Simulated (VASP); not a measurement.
CdTe, 2 atoms in the cell. Symmetry: F-43m, No. 216, cubic system. Conventional cell: a = 6.410 Å, b = 6.410 Å, c = 6.410 Å, α = 90.00°, β = 90.00°, γ = 90.00°. Within 3.7 Å of Te (site symmetry -43m) lie 4 Cd at 2.78 Å. Within 3.7 Å of Cd (site symmetry -43m) lie 4 Te at 2.78 Å. 

```yaml
Program: VASP 6.6.1
Task: single point
Functional: PBE
Potentials_or_basis: VASP PAW PBE potentials, release 64 (Te, Cd)
Cutoff: 520 eV
k_mesh: 7 × 7 × 7
Occupations: gaussian, width 0.016 eV
Spin: no spin polarisation
Dipole_correction: no
Further_INCAR_settings: ALGO = Normal; EDIFF = 1e-06; NBANDS = 16
```

Potentials or basis: VASP PAW PBE potentials, release 64 (Te, Cd).

Command:

```console
$ cat potpaw_PBE.64/Te/POTCAR potpaw_PBE.64/Cd/POTCAR > POTCAR
$ mpirun -np 1 vasp_std > vasp.out
```

Hardware: 1 thread of Intel Xeon 8259CL (shared host).

**Question.** Estimate the wall time of this run.

**Answer.** It took 35 s on 1 thread of Intel Xeon 8259CL, with other jobs on the host, peak memory 0.21 GiB. Counts: scf iterations 12, k points 20.
